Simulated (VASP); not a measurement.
# Be16CO in VASP: single point with PBE

Aim: the single point of Be16CO with PBE.

All numbers are computed with VASP 6.6.1; they aren't measurements. Logs are shortened: lines on timing, memory, paths and dates and some standing lists are left out, and cuts for length are marked.

## 1. The cell of the first run

The cell holds a slab with vacuum, 18 atoms: a = 4.525 Å, b = 4.525 Å, c = 23.476 Å, α = 90.00°, β = 90.00°, γ = 120.00°.

## 2. Single point, PBE

Contents of INCAR:

```
  PREC = Accurate
  ENCUT = 1000
  EDIFF = 1E-6
  ISMEAR = 0
  SIGMA = 0.1
  LREAL = Auto
  LASPH = True
  NELM = 120
  ALGO = Normal
  ISIF = 2
  LWAVE = False
  LCHARG = True
  LDIPOL = True
  IDIPOL = 3
  DIPOL = 0.5 0.5 0.312
  GGA = PE
  LELF = True
  LVHAR = True
  LVACPOTAV = True
  NBANDS = 36
  GGA_COMPAT = False
  NELMDL = -8
```

Contents of KPOINTS:

```
regular mesh
0
Gamma
  6 6 1
```

Contents of POSCAR:

```
Be16CO
1.0
    4.5254381410      0.0000000000      0.0000000000
   -2.2627190705      3.9191443934      0.0000000000
    0.0000000000      0.0000000000     23.4761687145
Be C O
16 1 1
Direct
    0.3333333333      0.1666666667      0.1703855535
    0.3333333333      0.6666666667      0.1703855535
    0.8333333333      0.1666666667      0.1703855535
    0.8333333333      0.6666666667      0.1703855535
    0.1666666667      0.3333333333      0.2463521558
    0.1666666667      0.8333333333      0.2463521558
    0.6666666667      0.3333333333      0.2463521558
    0.6666666667      0.8333333333      0.2463521558
    0.3333333333      0.1666666667      0.3241941575
    0.3333333333      0.6666666667      0.3241941575
    0.8333333333      0.1666666667      0.3241941575
    0.8333333333      0.6666666667      0.3241941575
    0.1666666667      0.3333333333      0.4036505628
    0.1666666667      0.8333333333      0.4036505628
    0.6666666667      0.3333333333      0.4036505628
    0.6666666667      0.8333333333      0.4036505628
    0.1666666667      0.3333333333      0.5088636421
    0.3096154644      0.1903845356      0.5216523597
```

Potentials or basis: VASP PAW PBE potentials, release 64 (Be, C_h, O_h).

On the command line:

```console
> cat potpaw_PBE.64/Be/POTCAR potpaw_PBE.64/C_h/POTCAR potpaw_PBE.64/O_h/POTCAR > POTCAR
> mpirun -np 1 vasp_std > vasp.out
```

OUTCAR:

```text
PREC = Accurate
   ENCUT = 1000
   EDIFF = 1E-6
   ISMEAR = 0
   LREAL = Auto
   LASPH = True
   NELM = 120
   ISIF = 2
   GGA = PE
   NELMDL = -8

 ion  position               nearest neighbor table
   1  0.333  0.167  0.170-   5 2.21   7 2.21   6 2.21   3 2.26   3 2.26   2 2.26   2 2.26   4 2.26
                             4 2.26
   2  0.333  0.667  0.170-   6 2.21   8 2.21   5 2.21   4 2.26   4 2.26   3 2.26   1 2.26   1 2.26
                             3 2.26
   3  0.833  0.167  0.170-   7 2.21   5 2.21   8 2.21   1 2.26   1 2.26   2 2.26   4 2.26   4 2.26
                             2 2.26
   4  0.833  0.667  0.170-   8 2.21   6 2.21   7 2.21   2 2.26   2 2.26   1 2.26   3 2.26   3 2.26
                             1 2.26
   5  0.167  0.333  0.246-   1 2.21   3 2.21   2 2.21   9 2.25  11 2.25  10 2.25   7 2.26   7 2.26
                             6 2.26   6 2.26   8 2.26   8 2.26
   6  0.167  0.833  0.246-   2 2.21   4 2.21   1 2.21  10 2.25  12 2.25   9 2.25   8 2.26   8 2.26
                             7 2.26   5 2.26   5 2.26   7 2.26
   7  0.667  0.333  0.246-   3 2.21   1 2.21   4 2.21  11 2.25   9 2.25  12 2.25   5 2.26   5 2.26
                             6 2.26   8 2.26   8 2.26   6 2.26
   8  0.667  0.833  0.246-   4 2.21   2 2.21   3 2.21  12 2.25  10 2.25  11 2.25   6 2.26   6 2.26
                             5 2.26   7 2.26   7 2.26   5 2.26
   9  0.333  0.167  0.324-   5 2.25   7 2.25   6 2.25  11 2.26  11 2.26  12 2.26  10 2.26  10 2.26
                            12 2.26  13 2.28  15 2.28  14 2.28
  10  0.333  0.667  0.324-   6 2.25   8 2.25   5 2.25  12 2.26  12 2.26   9 2.26   9 2.26  11 2.26
                            11 2.26  14 2.28  16 2.28  13 2.28
  11  0.833  0.167  0.324-   7 2.25   5 2.25   8 2.25   9 2.26   9 2.26  12 2.26  12 2.26  10 2.26
                            10 2.26  15 2.28  13 2.28  16 2.28
  12  0.833  0.667  0.324-   8 2.25   6 2.25   7 2.25  10 2.26  10 2.26  11 2.26  11 2.26   9 2.26
                             9 2.26  16 2.28  14 2.28  15 2.28
  13  0.167  0.333  0.404-  15 2.26  15 2.26  16 2.26  14 2.26  14 2.26  16 2.26   9 2.28  11 2.28
                            10 2.28
  14  0.167  0.833  0.404-  16 2.26  16 2.26  13 2.26  13 2.26  15 2.26  15 2.26  10 2.28  12 2.28
                             9 2.28
  15  0.667  0.333  0.404-  13 2.26  13 2.26  16 2.26  16 2.26  14 2.26  14 2.26  11 2.28   9 2.28
                            12 2.28
  16  0.667  0.833  0.404-  14 2.26  14 2.26  15 2.26  15 2.26  13 2.26  13 2.26  12 2.28  10 2.28
                            11 2.28
  17  0.167  0.333  0.509-  18 1.16
  18  0.310  0.190  0.522-  17 1.16

  LATTYP: Found a hexagonal cell.
 ALAT       =     4.5254381410
 C/A-ratio  =     5.1876012848

  Lattice vectors:

 A1 = (   4.5254381410,   0.0000000000,   0.0000000000)
 A2 = (  -2.2627190705,   3.9191443934,   0.0000000000)
 A3 = (   0.0000000000,   0.0000000000,  23.4761687145)

Analysis of symmetry for initial positions (statically):
=====================================================================
 Subroutine PRICEL returns:
 Original cell was already a primitive cell.

 Routine SETGRP: Setting up the symmetry group for a
 hexagonal supercell.

 Subroutine GETGRP returns: Found  2 space group operations
 (whereof  1 operations were pure point group operations)
 out of a pool of 24 trial point group operations.

The static configuration has the point symmetry C_1 .
 The point group associated with its full space group is C_1h.

Analysis of symmetry for dynamics (positions and initial velocities):
=====================================================================
 Subroutine PRICEL returns:
 Original cell was already a primitive cell.

 Routine SETGRP: Setting up the symmetry group for a
 hexagonal supercell.

 Subroutine GETGRP returns: Found  2 space group operations
 (whereof  1 operations were pure point group operations)
 out of a pool of 24 trial point group operations.

The dynamic configuration has the point symmetry C_1 .
 The point group associated with its full space group is C_1h.

 Subroutine INISYM returns: Found  2 space group operations
 (whereof  1 operations are pure point group operations),
 and found     1 'primitive' translations

----------------------------------------------------------------------------------------

                                     Primitive cell

  volume of cell :     416.3697

  direct lattice vectors                    reciprocal lattice vectors
     4.525438141  0.000000000  0.000000000     0.220973079  0.127578867  0.000000000
    -2.262719071  3.919144393  0.000000000     0.000000000  0.255157733  0.000000000
     0.000000000  0.000000000 23.476168715     0.000000000  0.000000000  0.042596388

  length of vectors
     4.525438141  4.525438141 23.476168715     0.255157733  0.255157733  0.042596388

  position of ions in fractional coordinates (direct lattice)
     0.333333333  0.166666667  0.170385553
     0.333333333  0.666666667  0.170385553
     0.833333333  0.166666667  0.170385553
     0.833333333  0.666666667  0.170385553
     0.166666667  0.333333333  0.246352156
     0.166666667  0.833333333  0.246352156
[... 10 lines left out ...]
     0.166666667  0.333333333  0.508863642
     0.309615464  0.190384536  0.521652360

  ion indices of the primitive-cell ions
   primitive index   ion index
                 1           1
                 2           2
                 3           3
                 4           4
                 5           5
                 6           6
[... 10 lines left out ...]
                17          17
                18          18

----------------------------------------------------------------------------------------

 KPOINTS: regular mesh

Automatic generation of k-mesh.
 Grid dimensions read from file:
 generate k-points for:    6    6    1

 Generating k-lattice:

  Cartesian coordinates                     Fractional coordinates (reciprocal lattice)
     0.036828847  0.021263144  0.000000000     0.166666667  0.000000000  0.000000000
     0.000000000  0.042526289  0.000000000     0.000000000  0.166666667  0.000000000
     0.000000000  0.000000000  0.042596388     0.000000000  0.000000000  1.000000000

  Length of vectors
     0.042526289  0.042526289  0.042596388

  Shift w.r.t. Gamma in fractional coordinates (k-lattice)
     0.000000000  0.000000000  0.000000000

 Subroutine IBZKPT returns following result:
 ===========================================

 Found     13 irreducible k-points:

 Following reciprocal coordinates:
            Coordinates               Weight
  0.000000  0.000000  0.000000      1.000000
  0.166667  0.000000  0.000000      4.000000
 -0.166667  0.166667  0.000000      2.000000
  0.333333  0.000000  0.000000      4.000000
 -0.333333  0.333333  0.000000      2.000000
  0.500000  0.000000  0.000000      2.000000
  0.500000  0.500000  0.000000      1.000000
  0.166667  0.166667  0.000000      2.000000
 -0.166667  0.333333  0.000000      4.000000
  0.333333  0.166667  0.000000      4.000000
 -0.166667  0.500000  0.000000      4.000000
  0.500000  0.333333  0.000000      4.000000
  0.333333  0.333333  0.000000      2.000000
   k-points           NKPTS =     13   k-points in BZ     NKDIM =     13   number of bands    NBANDS=     36
   number of dos      NEDOS =    301   number of ions     NIONS =     18
   total plane-waves  NPLWV = 576000
   dimension x,y,z NGX =    48 NGY =   48 NGZ =  250
   dimension x,y,z NGXF=    96 NGYF=   96 NGZF=  500
   ions per type =              16   1   1
   NGX,Y,Z   is equivalent  to a cutoff of  17.63, 17.63, 17.70 a.u.
   NGXF,Y,Z  is equivalent  to a cutoff of  35.27, 35.27, 35.41 a.u.
 SYSTEM =  unknown system
   PREC   = accura    normal or accurate (medium, high low for compatibility)
   ISTART =      0    job   : 0-new  1-cont  2-samecut
   ICHARG =      2    charge: 1-file 2-atom 10-const
   ISPIN  =      1    spin polarized calculation?
   LNONCOLLINEAR =      F non collinear calculations
   LSORBIT =      F    spin-orbit coupling
   LASPH  =      T    aspherical Exc in radial PAW
   ENCUT  = 1000.0 eV  73.50 Ry    8.57 a.u.  11.67 11.67 60.53*2*pi/ulx,y,z
   NELM   =    120;   NELMIN=  2; NELMDL= -8     # of ELM steps
   EDIFF  = 0.1E-05   stopping-criterion for ELM
   LREAL  =      T    real-space projection
   EDIFFG = 0.1E-04   stopping-criterion for IOM
   NSW    =      0    number of steps for IOM
   IBRION =     -1    ionic relax: 0-MD 1-quasi-New 2-CG
   NFREE  =      0    steps in history (QN), initial steepest desc. (CG)
   ISIF   =      2    stress and relaxation
   ISYM   =      2    0-nonsym 1-usesym 2-fastsym
   POTIM  = 0.5000    time-step for ionic-motion
   TEBEG  =    0.0;   TEEND  =   0.0 temperature during run
   PSTRESS=    0.0 pullay stress
   NELECT =      42.0000    total number of electrons
   NUPDOWN=      -1.0000    fix difference up-down
   EMIN   =  10.00;   EMAX   =-10.00  energy-range for DOS
   EFERMI =   0.00;   METHOD = LEGACY
   ISMEAR =     0;   SIGMA  =   0.10  broadening in eV -4-tet -1-fermi 0-gaus
   EFERMI_NEDOS =   21; number of points for ismear=-14 and -15
   IALGO  =     38    algorithm
   IMIX   =      4    mixing-type and parameters
     AMIX     =   0.40;   BMIX     =  1.00
     AMIX_MAG =   1.60;   BMIX_MAG =  1.00
  volume/ion in A,a.u.               =      23.13       156.10
  Fermi-wavevector in a.u.,A,eV,Ry     =   0.762076  1.440115  7.901715  0.580760
  Thomas-Fermi vector in A             =   1.861457
   LORBIT       =      0    0 simple, 1 ext, 2 COOP (PROOUT), +10 PAW based schemes
   GGA     = PE    functional components
   LHFCALC =     F    Hartree Fock is set to
   AEXX    =    0.0000 exact exchange contribution
   IVDW    =     0    specifies the selected vdW correction
   LEPSILON=     F    determine dielectric tensor
   LRPA    =     F    only Hartree local field effects (RPA)
 non-spin polarized calculation
 Gauss-broadening in eV      SIGMA  =   0.10
  energy-cutoff  :     1000.00
  volume of cell :      416.37
 maximum number of plane-waves:     29968
   NGX = 23   NGY = 23   NGZ =121

 dipolmoment           0.000000      0.000000      0.159229 electrons x Angstroem

 number of electron      41.9999999 magnetization

 dipolmoment           0.000000      0.000000     -0.025180 electrons x Angstroem

 Free energy of the ion-electron system (eV)
  ---------------------------------------------------
  ext. energy  EPLUGINS =         0.00000000
  ---------------------------------------------------
  free energy    TOTEN  =       -70.77886254 eV

  energy without entropy =      -70.72823025  energy(sigma->0) =      -70.75354639

 E-fermi :  -1.2485     XC(G=0):  -4.7048

 val. band max:       -1.2542830145   @ k =  -0.3333   0.3333   0.0000
 cond. band min:      -1.2227813228   @ k =  -0.1667   0.5000   0.0000
 fundamental gap:      0.0315016917
 Fermi energy:        -1.2485337650

 k-point     1 :       0.0000    0.0000    0.0000
  band No.  band energies     occupation
      1     -24.9361      2.00000
      2     -11.2782      2.00000
      3     -10.1472      2.00000
      4      -9.9041      2.00000
      5      -8.1923      2.00000
      6      -7.5620      2.00000
[... 25 lines left out ...]
     32       3.4960      0.00000
     33       3.7611      0.00000

 k-point     2 :       0.1667    0.0000    0.0000
  band No.  band energies     occupation
      1     -24.9347      2.00000
      2     -11.0767      2.00000
      3     -10.1598      2.00000
      4      -9.7117      2.00000
      5      -8.0954      2.00000
      6      -7.6113      2.00000
[... 388 lines left out ...]
 k-point    13 :       0.3333    0.3333    0.0000
  band No.  band energies     occupation
      1     -24.9294      2.00000
      2     -10.2748      2.00000
      3      -8.8710      2.00000
      4      -8.8512      2.00000
      5      -8.8506      2.00000
      6      -7.9728      2.00000
[... 25 lines left out ...]
     32       4.3221      0.00000
     33       4.5069      0.00000
 [bands above 33 left out]

------------------------ aborting loop because EDIFF is reached ----------------------------------------

  FORCE on cell =-STRESS in cart. coord.  units (eV):
  Direction    XX          YY          ZZ          XY          YZ          ZX
  --------------------------------------------------------------------------------------
  -------------------------------------------------------------------------------------
  Total       -8.2932919     -7.2394060      2.9121430      0.9126920      0.1771665     -0.3068615
  in kB      -31.9123227    -27.8570034     11.2058332      3.5120095      0.6817312     -1.1807931
  external PRESSURE =     -16.1878309 kB  Pullay stress =       0.0000000 kB

 VOLUME and BASIS-vectors are now :
 -----------------------------------------------------------------------------
  energy-cutoff  :     1000.00
  volume of cell :      416.37
      direct lattice vectors                 reciprocal lattice vectors
     4.525438141  0.000000000  0.000000000     0.220973079  0.127578867  0.000000000
    -2.262719071  3.919144393  0.000000000     0.000000000  0.255157733  0.000000000
     0.000000000  0.000000000 23.476168715     0.000000000  0.000000000  0.042596388

 POSITION                                       TOTAL-FORCE (eV/Angst)
 -----------------------------------------------------------------------------------
      1.13136      0.65319      4.00000        -0.018396      0.010621     -0.194761
     -0.00000      2.61276      4.00000        -0.003893     -0.018825     -0.201607
      3.39408      0.65319      4.00000         0.014357      0.012784     -0.201607
      2.26272      2.61276      4.00000         0.004693     -0.002709     -0.211735
      0.00000      1.30638      5.78340        -0.005009      0.002892      0.313345
     -1.13136      3.26595      5.78340         0.000709     -0.010354      0.259146
[... 10 lines left out ...]
      0.00000      1.30638     11.94617         1.583415     -0.914185      0.725053
      0.97036      0.74614     12.24640        -1.522446      0.878985      0.098315
 -----------------------------------------------------------------------------------
    total drift:                               -0.000858      0.000495     -0.039812

  FREE ENERGIE OF THE ION-ELECTRON SYSTEM (eV)
  ---------------------------------------------------
  free  energy   TOTEN  =       -70.7788625381 eV

  energy  without entropy=      -70.7282302490  energy(sigma->0) =      -70.75354639

 vacuum level on the upper side and lower side of the slab         3.860         4.118
```

It took 21 min on 1 thread of Intel Xeon Platinum 8375C at 2.90GHz (Ice Lake), shared host; peak memory 1.2 GiB.

Results:

* Free energy: -70.7789 eV
* Largest force: 1.967 eV/Å
* Band gap on the k mesh: zero (bands 21 and 22 overlap by 2.15 eV)

Forces on the atoms (eV/Å):
```
Be  -0.018  0.011 -0.195
Be  -0.004 -0.019 -0.202
Be   0.014  0.013 -0.202
Be   0.005 -0.003 -0.212
Be  -0.005  0.003  0.313
Be   0.001 -0.010  0.259
Be   0.009  0.005  0.259
Be   0.001 -0.001  0.194
Be   0.051 -0.030 -0.026
Be  -0.008  0.047 -0.028
Be  -0.045 -0.017 -0.028
Be   0.000  0.000 -0.111
Be  -0.094  0.054 -0.002
Be   0.006 -0.013 -0.309
Be   0.015  0.001 -0.309
Be   0.010 -0.006 -0.228
C    1.583 -0.914  0.725
O   -1.522  0.879  0.098
```

The gap in the log of VASP goes by the Fermi energy; the results here count the filled bands.